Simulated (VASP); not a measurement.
Crystal: Mo4W.

```
Mo W
1.0
     4.49310    0.00000    0.00000
     0.00000    4.49310    0.00000
     0.00000    0.00000    4.49310
Mo W
4 1
Direct
  0.00000 0.00000 0.00000
  0.50000 0.50000 0.00000
  0.50000 0.00000 0.50000
  0.00000 0.50000 0.50000
  0.50000 0.50000 0.50000
```

```yaml
Program: VASP 6.6.1
Task: relaxation of cell and atoms
Functional: PBE
Potentials_or_basis: VASP PAW PBE potentials, release 64 (Mo_sv, W_sv)
Cutoff: 600 eV
k_mesh: 4 × 4 × 4
Occupations: gaussian, width 0.1 eV
Spin: no spin polarisation
```

At the start: pressure 21.6 GPa; volume 18.14 Å³/atom.

Question: How do energy, volume and symmetry change on relaxing?

Answer: Over 4 steps the energy falls by 138.5 meV/atom and the volume is 20.44 Å³/atom (+12.7 %); space group Pm-3m (No. 221, to 0.05 Å).

Step by step:
```
step  energy change (eV)  largest force (eV/Å)  pressure (GPa)  volume (Å³)
   1              0.0000                0.0000           21.59        90.71
   2              1.2139                0.0000          -20.65       126.73
   3             -0.6906                0.0000           -0.98       102.80
   4             -0.6927                0.0000           -0.12       102.19
```

Final structure:
```cif
data_structure
_symmetry_space_group_name_H-M 'P 1'
_symmetry_Int_Tables_number 1
_cell_length_a 4.6752
_cell_length_b 4.6752
_cell_length_c 4.6752
_cell_angle_alpha 90.000
_cell_angle_beta 90.000
_cell_angle_gamma 90.000
_cell_volume 102.19
loop_
_atom_site_label
_atom_site_type_symbol
_atom_site_fract_x
_atom_site_fract_y
_atom_site_fract_z
_atom_site_occupancy
Mo1 Mo 0.00000 0.00000 0.00000 1
Mo2 Mo 0.50000 0.50000 0.00000 1
Mo3 Mo 0.50000 0.00000 0.50000 1
Mo4 Mo 0.00000 0.50000 0.50000 1
W1 W 0.50000 0.50000 0.50000 1
```
